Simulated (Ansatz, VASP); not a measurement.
## C: VASP beside Ansatz

```
C
1.0
     0.00000    2.16954    3.34800
     1.25256    0.00000    3.34800
     1.25256    2.16954    0.00000
C
2
Direct
  0.16667 0.83333 0.16667
  0.83333 0.16667 0.83333
```

Change from the starting cell: equal xx and yy strain of +2 %.

Alike in both runs: task single point; functional PBEsol; k mesh 18 × 18 × 18; occupations fermi-dirac, width 0.05 eV; no spin polarisation.

|  | VASP | Ansatz |
| --- | --- | --- |
| version | VASP 6.6.1 | Ansatz 0.2.0 |
| potentials or method | VASP PAW PBE potentials, release 64 (C), cutoff 520 eV | all-electron LAPW, scalar-relativistic |

|  | VASP | Ansatz | Ansatz less VASP |
| --- | --- | --- | --- |
| pressure (GPa) | -13.4 | -14.0 | -0.64 |
| traceless stress, the component that is largest in VASP (GPa) | 15.16 | 15.89 | +0.728 |

VASP's potentials were made for PBE, not for PBEsol. Ansatz ran all-electron here, and VASP with PAW potentials.
